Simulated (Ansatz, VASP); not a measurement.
V: VASP beside Ansatz

```
V
1.0
     4.40274    0.00000    0.00000
    -2.20137    3.81289    0.00000
     0.00000    0.00000    2.34383
V
3
Direct
  0.00000 0.00000 0.00000
  0.33333 0.66667 0.50000
  0.66667 0.33333 0.50000
```

Alike in both runs: functional PBEsol; k mesh 6 × 6 × 8; occupations gaussian, width 0.1 eV; collinear spin.

Ansatz relaxed the structure, and its values are those at the end. VASP's run is a single point on that final structure, the one shown.

|  | VASP | Ansatz |
| --- | --- | --- |
| version | VASP 6.6.1 | Ansatz 0.2.0 |
| potentials or method | VASP PAW PBE potentials, release 64 (V_sv), cutoff 520 eV | scalar-relativistic, plane waves, PAW |
| valence electrons in the cell | 39 | 39 |

```csv
,VASP,Ansatz,Ansatz less VASP
gap on the k mesh at the Fermi level (eV),none,none,-
pressure (GPa),0.3,0.0,-0.35
net moment per atom (μB),0.00,0.00,0.000
```

VASP's potentials were made for PBE, not for PBEsol. A gap of «none» marks a metal or a gap that the smearing closes. The functional is the same, so the differences come from potentials, cutoffs and numerics. Ansatz's warnings: seeded moment not kept.
